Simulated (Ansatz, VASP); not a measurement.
## One calculation of CsBr, two programs

Contents of POSCAR:

```
CsBr
1.0
    4.3621469662      0.0000000000      0.0000000000
    0.0000000000      4.3621469662      0.0000000000
    0.0000000000      0.0000000000      4.3621469662
Cs Br
1 1
Direct
    0.0000000000      0.0000000000      0.0000000000
    0.5000000000      0.5000000000      0.5000000000
```

Contents of INCAR.step1:

```
SYSTEM = CsBr
PREC     = Accurate       ! precision mode
ENCUT    = 550            ! plane-wave cutoff, eV
ISMEAR   = 0              ! smearing method
SIGMA    = 0.01           ! smearing width, eV
LREAL    = .False.        ! projectors in reciprocal space
LASPH    = .True.         ! aspherical terms in the spheres
NELM     = 120            ! most SCF steps
NBANDS   = 15             ! bands
GGA      = PE             ! functional
ALGO     = Normal         ! electronic algorithm
EDIFF    = 1E-5           ! SCF threshold, eV
LWAVE    = .True.         ! write WAVECAR
LCHARG   = .False.        ! write CHGCAR
GGA_COMPAT= .False.
```

The input INCAR.step2:

```
SYSTEM = CsBr
PREC     = Accurate       ! precision mode
ENCUT    = 550            ! plane-wave cutoff, eV
EDIFF    = 1E-6           ! SCF threshold, eV
ISMEAR   = 0              ! smearing method
SIGMA    = 0.01           ! smearing width, eV
LREAL    = .False.        ! projectors in reciprocal space
LASPH    = .True.         ! aspherical terms in the spheres
NELM     = 120            ! most SCF steps
ALGO     = Normal         ! electronic algorithm
ISIF     = 2              ! what is computed and relaxed
LWAVE    = .False.        ! write WAVECAR
LCHARG   = .True.         ! write CHGCAR
METAGGA  = R2SCAN         ! meta-GGA
LMIXTAU  = .True.       
LELF     = .True.         ! ELF
LVHAR    = .True.       
NBANDS   = 15             ! bands
ISTART   = 1            
GGA_COMPAT= .False.
```

File KPOINTS:

```
regular mesh
0
Gamma
  6 6 6
  0 0 0
```

Input for Ansatz:

```yaml
crystal:
  lattice:
    - [4.3621469662, 0.0, 0.0]
    - [0.0, 4.3621469662, 0.0]
    - [0.0, 0.0, 4.3621469662]
  atoms:
    - { symbol: Cs, position: [0.0, 0.0, 0.0] }
    - { symbol: Br, position: [0.5, 0.5, 0.5] }
kpoints:
  mp_grid: { grid: [6, 6, 6] }
hamiltonian:
  xc: r2scan
scf:
  occupations: { method: fixed }
  n_extra_bands: 4
output:
  forces: true
  stress: true
  eigenvalues: true
```

Alike in both runs: task single point; functional r2SCAN; k mesh 6 × 6 × 6; no spin polarisation.

|  | VASP | Ansatz |
| --- | --- | --- |
| version | VASP 6.6.1 | Ansatz 0.2.0 |
| potentials or method | VASP PAW PBE potentials, release 64 (Cs_sv, Br) | plane waves, PAW |
| plane-wave cutoff (eV) | 550 | 500 |
| occupations | gaussian, width 0.01 eV | fixed |
| valence electrons in the cell | 16 | 16 |

```tsv
	VASP	Ansatz	Ansatz less VASP
gap on the k mesh at the Fermi level (eV)	5.06	5.07	+0.015
pressure (GPa)	-0.3	-0.4	-0.04
```

VASP's potentials were made for PBE, not for r2SCAN.

Spin-orbit coupling is off throughout.
